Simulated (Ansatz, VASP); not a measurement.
One calculation of Sc, two programs

Contents of INCAR:

```
SYSTEM = Sc
PREC = Accurate
ENCUT = 500
EDIFF = 1E-6
ISMEAR = 1
SIGMA = 0.01
LREAL = .False.
LASPH = .True.
NELM = 120
ALGO = Normal
ISIF = 2
LWAVE = .False.
LCHARG = .False.
GGA = LIBXC
LIBXC1 = GGA_X_PBE_R
LIBXC2 = LDA_C_PW
NBANDS = 12
GGA_COMPAT = .False.
```

File KPOINTS:

```
regular mesh
0
Gamma
  10 10 10
  0 0 0
```

File POSCAR:

```
Sc
1.0
    3.1434507349      0.0000000000      0.0000000000
   -1.2388999924      2.9416322373      0.0000000000
   -0.8742133259     -1.5478315878      2.7310207915
Sc
1
Direct
   -0.0015380000      0.0199560000      0.0339160000
```

Contents of input.yaml:

```yaml
crystal:
  lattice: { a: 3.1434507349, b: 3.1918761584, c: 3.2586049357, alpha: 109.4891431292, beta: 105.5618474081, gamma: 112.8389150752 }
  atoms:
    - { symbol: Sc, position: [-0.001538, 0.019956, 0.033916] }
kpoints:
  mp_grid: { grid: [10, 10, 10] }
  band_path:
    path: [[0.0, 0.0, -0.5], [0.0, 0.0, 0.0], [0.0, -0.5, 0.5]]
    npoints: 6
scf:
  occupations: { method: cold, width: 0.01 }
  algorithm: density_mixing
hamiltonian:
  xc: { exchange: revpbe, correlation: lda }
  pseudopotentials:
    kind: all_electron
    lapw: { basis_error: 0.001 }
    nuclear_model: point
output:
  forces: true
  stress: true
  eigenvalues: true
```

Alike in both runs: functional revpbe exchange, lda correlation; k mesh 10 × 10 × 10; no spin polarisation.

```csv
,VASP,Ansatz
version,VASP 6.6.1,Ansatz 0.2.0
potentials or method,"VASP PAW PBE potentials, release 64 (Sc_sv), cutoff 500 eV","all-electron LAPW, point nuclei"
occupations,"methfessel-paxton of order 1, width 0.01 eV","cold, width 0.01 eV"
task,single point,band structure
```

```tsv
	VASP	Ansatz	Ansatz less VASP
gap on the k mesh at the Fermi level (eV)	none	none	-
pressure (GPa)	2.5	2.5	-0.02
traceless stress, the component that is largest in VASP (GPa)	-1.06	-1.06	-0.003
```

VASP's potentials were made for PBE, not for revpbe exchange, lda correlation. A gap of «none» marks a metal or a gap that the smearing closes. Ansatz ran all-electron here, and VASP with PAW potentials.
